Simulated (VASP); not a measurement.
# Au (P6_3/mmc) in VASP: further runs

The runs below take Au through relaxation of cell and atoms, with PBE.

All numbers are computed with VASP 6.6.1; they aren't measurements. Logs are shortened: lines on timing, memory, paths and dates and some standing lists are left out, and cuts for length are marked.

**1. The cell of the first run**

The structure is hexagonal, space group P6_3/mmc (No. 194). The conventional cell has a = 2.947 Å, b = 2.947 Å, c = 4.774 Å, α = 90.00°, β = 90.00°, γ = 120.00°. Within 3.9 Å of Au (site symmetry -6m2) lie 12 Au at 2.93 to 2.95 Å.

This isn't the form of Au at room conditions, which is fcc.

**2. Relaxation of cell and atoms, PBE**

File INCAR:

```
ALGO = Normal ; EDIFF = 1E-6
EDIFFG = -0.005 ; ENCUT = 600
GGA = PE ; IBRION = 2
ISIF = 3 ; ISMEAR = -1
LASPH = T ; LCHARG = F
LREAL = F ; LWAVE = F
NELM = 100 ; NSW = 60
PREC = Accurate ; SIGMA = 0.05
```

File KPOINTS:

```
k-points
0
Gamma
  16 16 9
```

File POSCAR:

```
Au
1.0
    2.9469569625      0.0000000000      0.0000000000
   -1.4734784812      2.5521395934      0.0000000000
    0.0000000000      0.0000000000      4.7740702792
Au
2
Direct
    0.3333333333      0.6666666667      0.2500000000
    0.6666666667      0.3333333333      0.7500000000
```

Potentials or basis: VASP PAW PBE potentials, release 64 (Au).

The run is started by

```console
cat potpaw_PBE.64/Au/POTCAR > POTCAR
mpirun -np 1 vasp_std > vasp.out
```

OUTCAR:

```text
EDIFF = 1E-6
   EDIFFG = -0.005
   ENCUT = 600
   GGA = PE
   IBRION = 2
   ISIF = 3
   ISMEAR = -1
   LASPH = T
   LREAL = F
   NELM = 100
   NSW = 60
   PREC = Accurate

 ion  position               nearest neighbor table
   1  0.333  0.667  0.250-   2 2.93   2 2.93   2 2.93   2 2.93   2 2.93   2 2.93
   2  0.667  0.333  0.750-   1 2.93   1 2.93   1 2.93   1 2.93   1 2.93   1 2.93

  LATTYP: Found a hexagonal cell.
 ALAT       =     2.9469569625
 C/A-ratio  =     1.6200000000

  Lattice vectors:

 A1 = (   2.9469569625,   0.0000000000,   0.0000000000)
 A2 = (  -1.4734784812,   2.5521395934,   0.0000000000)
 A3 = (   0.0000000000,   0.0000000000,   4.7740702792)

Analysis of symmetry for initial positions (statically):
=====================================================================
 Subroutine PRICEL returns:
 Original cell was already a primitive cell.

 Routine SETGRP: Setting up the symmetry group for a
 hexagonal supercell.

 Subroutine GETGRP returns: Found 24 space group operations
 (whereof 12 operations were pure point group operations)
 out of a pool of 24 trial point group operations.

The static configuration has the point symmetry D_3d.
 The point group associated with its full space group is D_6h.

Analysis of symmetry for dynamics (positions and initial velocities):
=====================================================================
 Subroutine PRICEL returns:
 Original cell was already a primitive cell.

 Routine SETGRP: Setting up the symmetry group for a
 hexagonal supercell.

 Subroutine GETGRP returns: Found 24 space group operations
 (whereof 12 operations were pure point group operations)
 out of a pool of 24 trial point group operations.

The dynamic configuration has the point symmetry D_3d.
 The point group associated with its full space group is D_6h.

 Subroutine INISYM returns: Found 24 space group operations
 (whereof 12 operations are pure point group operations),
 and found     1 'primitive' translations

----------------------------------------------------------------------------------------

                                     Primitive cell

  volume of cell :      35.9060

  direct lattice vectors                    reciprocal lattice vectors
     2.946956962  0.000000000  0.000000000     0.339333086  0.195914048  0.000000000
    -1.473478481  2.552139593  0.000000000     0.000000000  0.391828097  0.000000000
     0.000000000  0.000000000  4.774070279     0.000000000  0.000000000  0.209464868

  length of vectors
     2.946956962  2.946956962  4.774070279     0.391828097  0.391828097  0.209464868

  position of ions in fractional coordinates (direct lattice)
     0.333333333  0.666666667  0.250000000
     0.666666667  0.333333333  0.750000000

  ion indices of the primitive-cell ions
   primitive index   ion index
                 1           1
                 2           2

----------------------------------------------------------------------------------------

 KPOINTS: k-points

Automatic generation of k-mesh.
 Grid dimensions read from file:
 generate k-points for:   16   16    9

 Generating k-lattice:

  Cartesian coordinates                     Fractional coordinates (reciprocal lattice)
     0.021208318  0.012244628  0.000000000     0.062500000  0.000000000  0.000000000
     0.000000000  0.024489256  0.000000000     0.000000000  0.062500000  0.000000000
     0.000000000  0.000000000  0.023273874     0.000000000  0.000000000  0.111111111

  Length of vectors
     0.024489256  0.024489256  0.023273874

  Shift w.r.t. Gamma in fractional coordinates (k-lattice)
     0.000000000  0.000000000  0.000000000

 Subroutine IBZKPT returns following result:
 ===========================================

 Found    150 irreducible k-points:

 Following reciprocal coordinates:
            Coordinates               Weight
  0.000000  0.000000  0.000000      1.000000
  0.062500  0.000000  0.000000      6.000000
  0.125000  0.000000  0.000000      6.000000
  0.187500  0.000000  0.000000      6.000000
  0.250000  0.000000  0.000000      6.000000
  0.312500  0.000000  0.000000      6.000000
[... 16 lines left out ...]
  0.187500  0.187500  0.000000      6.000000
  0.250000  0.187500  0.000000     12.000000
 [... further k-points ...]
   k-points           NKPTS =    150   k-points in BZ     NKDIM =    150   number of bands    NBANDS=     15
   number of dos      NEDOS =    301   number of ions     NIONS =      2
   total plane-waves  NPLWV =  23040
   dimension x,y,z NGX =    24 NGY =   24 NGZ =   40
   dimension x,y,z NGXF=    48 NGYF=   48 NGZF=   80
   ions per type =               2
   NGX,Y,Z   is equivalent  to a cutoff of  13.54, 13.54, 13.93 a.u.
   NGXF,Y,Z  is equivalent  to a cutoff of  27.08, 27.08, 27.86 a.u.
 SYSTEM =  unknown system
   PREC   = accura    normal or accurate (medium, high low for compatibility)
   ISTART =      0    job   : 0-new  1-cont  2-samecut
   ICHARG =      2    charge: 1-file 2-atom 10-const
   ISPIN  =      1    spin polarized calculation?
   LNONCOLLINEAR =      F non collinear calculations
   LSORBIT =      F    spin-orbit coupling
   LASPH  =      T    aspherical Exc in radial PAW
   ENCUT  =  600.0 eV  44.10 Ry    6.64 a.u.   5.89  5.89  9.54*2*pi/ulx,y,z
   NELM   =    100;   NELMIN=  2; NELMDL= -5     # of ELM steps
   EDIFF  = 0.1E-05   stopping-criterion for ELM
   LREAL  =      F    real-space projection
   EDIFFG = -.5E-02   stopping-criterion for IOM
   NSW    =     60    number of steps for IOM
   IBRION =      2    ionic relax: 0-MD 1-quasi-New 2-CG
   NFREE  =      1    steps in history (QN), initial steepest desc. (CG)
   ISIF   =      3    stress and relaxation
   ISYM   =      2    0-nonsym 1-usesym 2-fastsym
   POTIM  = 0.5000    time-step for ionic-motion
   TEBEG  =    0.0;   TEEND  =   0.0 temperature during run
   PSTRESS=    0.0 pullay stress
   NELECT =      22.0000    total number of electrons
   NUPDOWN=      -1.0000    fix difference up-down
   EMIN   =  10.00;   EMAX   =-10.00  energy-range for DOS
   EFERMI =   0.00;   METHOD = LEGACY
   ISMEAR =    -1;   SIGMA  =   0.05  broadening in eV -4-tet -1-fermi 0-gaus
   EFERMI_NEDOS =   21; number of points for ismear=-14 and -15
   IALGO  =     38    algorithm
   IMIX   =      4    mixing-type and parameters
     AMIX     =   0.40;   BMIX     =  1.00
     AMIX_MAG =   1.60;   BMIX_MAG =  1.00
  volume/ion in A,a.u.               =      17.95       121.15
  Fermi-wavevector in a.u.,A,eV,Ry     =   1.390465  2.627598 26.305406  1.933393
  Thomas-Fermi vector in A             =   2.514397
   LORBIT       =      0    0 simple, 1 ext, 2 COOP (PROOUT), +10 PAW based schemes
   GGA     = PE    functional components
   LHFCALC =     F    Hartree Fock is set to
   AEXX    =    0.0000 exact exchange contribution
   IVDW    =     0    specifies the selected vdW correction
   LEPSILON=     F    determine dielectric tensor
   LRPA    =     F    only Hartree local field effects (RPA)
 conjugate gradient relaxation of ions
 non-spin polarized calculation
  energy-cutoff  :      600.00
  volume of cell :       35.91
 maximum number of plane-waves:      1216
 NGX is ok and might be reduce to    24
   NGX = 11   NGY = 11   NGZ = 19

--------------------------------------- Ionic step        1  -------------------------------------------

 number of electron      22.0000000 magnetization

 Free energy of the ion-electron system (eV)
  ---------------------------------------------------
  ext. energy  EPLUGINS =         0.00000000
  ---------------------------------------------------
  free energy    TOTEN  =        -6.41984144 eV

  energy without entropy =       -6.41319048  energy(sigma->0) =       -6.41651596

------------------------ aborting loop because EDIFF is reached ----------------------------------------

  FORCE on cell =-STRESS in cart. coord.  units (eV):
  Direction    XX          YY          ZZ          XY          YZ          ZX
  --------------------------------------------------------------------------------------
  -------------------------------------------------------------------------------------
  Total       -0.0426108     -0.0426108      0.2956386     -0.0000000      0.0000000      0.0000000
  in kB       -1.9013552     -1.9013552     13.1918214     -0.0000000      0.0000000      0.0000000
  external PRESSURE =       3.1297037 kB  Pullay stress =       0.0000000 kB
[... 129 lines left out ...]
  energy  without entropy=       -6.4140917512  energy(sigma->0) =       -6.41808705

--------------------------------------- Ionic step        5  -------------------------------------------

 number of electron      21.9999999 magnetization

 Free energy of the ion-electron system (eV)
  ---------------------------------------------------
  ext. energy  EPLUGINS =         0.00000000
  ---------------------------------------------------
  free energy    TOTEN  =        -6.42226755 eV

  energy without entropy =       -6.41403235  energy(sigma->0) =       -6.41814995

 E-fermi :   8.5877     XC(G=0): -12.3917

 val. band max:        8.5780910186   @ k =   0.1250   0.0000   0.1111
 cond. band min:       8.5918265582   @ k =   0.4375   0.0625   0.1111
 fundamental gap:      0.0137355396
 Fermi energy:         8.5877046503

 k-point     1 :       0.0000    0.0000    0.0000
  band No.  band energies     occupation
      1      -0.7017      2.00000
      2       1.7216      2.00000
      3       4.0986      2.00000
      4       4.2876      2.00000
      5       4.2876      2.00000
      6       4.5866      2.00000
      7       4.5866      2.00000
      8       5.1285      2.00000
      9       5.1285      2.00000
     10       6.4418      2.00000
     11       6.4418      2.00000
     12       7.7966      2.00000
     13      11.1866      0.00000
     14      23.1129      0.00000
     15      24.5124      0.00000
[... 397 lines left out ...]
 k-point    24 :       0.2500    0.1875    0.0000
  band No.  band energies     occupation
      1       2.4299      2.00000
      2       3.0368      2.00000
      3       3.0541      2.00000
      4       3.5559      2.00000
      5       4.0797      2.00000
      6       4.5265      2.00000
      7       4.7285      2.00000
      8       5.4702      2.00000
      9       6.4823      2.00000
     10       6.4963      2.00000
     11       7.4286      2.00000
     12      12.3872      0.00000
     13      14.6558      0.00000
     14      14.7021      0.00000
     15      16.1785      0.00000

 [... further k-points ...]

------------------------ aborting loop because EDIFF is reached ----------------------------------------

  FORCE on cell =-STRESS in cart. coord.  units (eV):
  Direction    XX          YY          ZZ          XY          YZ          ZX
  --------------------------------------------------------------------------------------
  -------------------------------------------------------------------------------------
  Total       -0.0010453     -0.0010453      0.0069709     -0.0000000     -0.0000000      0.0000000
  in kB       -0.0465321     -0.0465321      0.3103072     -0.0000000     -0.0000000      0.0000000
  external PRESSURE =       0.0724143 kB  Pullay stress =       0.0000000 kB
[... 17 lines left out ...]
  FREE ENERGIE OF THE ION-ELECTRON SYSTEM (eV)
  ---------------------------------------------------
  free  energy   TOTEN  =        -6.4222675486 eV

  energy  without entropy=       -6.4140323495  energy(sigma->0) =       -6.41814995

 reached required accuracy - stopping structural energy minimisation
```

Run time: 3 min. Hardware: 1 thread of Intel Xeon Platinum 8259CL at 2.50GHz (Skylake/Cascade Lake), shared host; peak memory 0.23 GiB.

Results:

```
Free energy                           : -6.4223 eV
Relaxed volume                        : 18.00 Å³/atom
Relaxed cell                          : a = 2.929 Å, b = 2.929 Å, c = 4.846 Å, α = 90.00°, β = 90.00°, γ = 120.00°
Space group after relaxing (to 0.1 Å) : P6_3/mmc (No. 194)
Energy gained by relaxing             : 1.2 meV/atom
Ionic steps                           : 5
Pressure after relaxing               : 0.0 GPa
Band gap on the k mesh                : zero (bands 11 and 12 overlap by 5.59 eV)
```

The path:
```csv
step,energy change (eV),largest force (eV/Å),pressure (GPa),volume (Å³)
1,0.0000,0.0000,0.31,35.91
2,-0.0014,0.0000,-0.41,36.09
3,-0.0015,0.0000,-0.77,36.17
4,-0.0022,0.0000,-0.28,36.06
5,-0.0024,0.0000,0.01,35.99
```

Final structure:
```
CELL_PARAMETERS angstrom
2.92862 0.00000 0.00000
-1.46431 2.53626 0.00000
0.00000 0.00000 4.84561
ATOMIC_POSITIONS crystal
Au 0.33333 0.66667 0.25000
Au 0.66667 0.33333 0.75000
```

Caveat: spin-orbit coupling is left out, which moves the levels of the heavy elements.

(Continued in part 2 of 2.)

The gap in the log of VASP goes by the Fermi energy; the results here count the filled bands.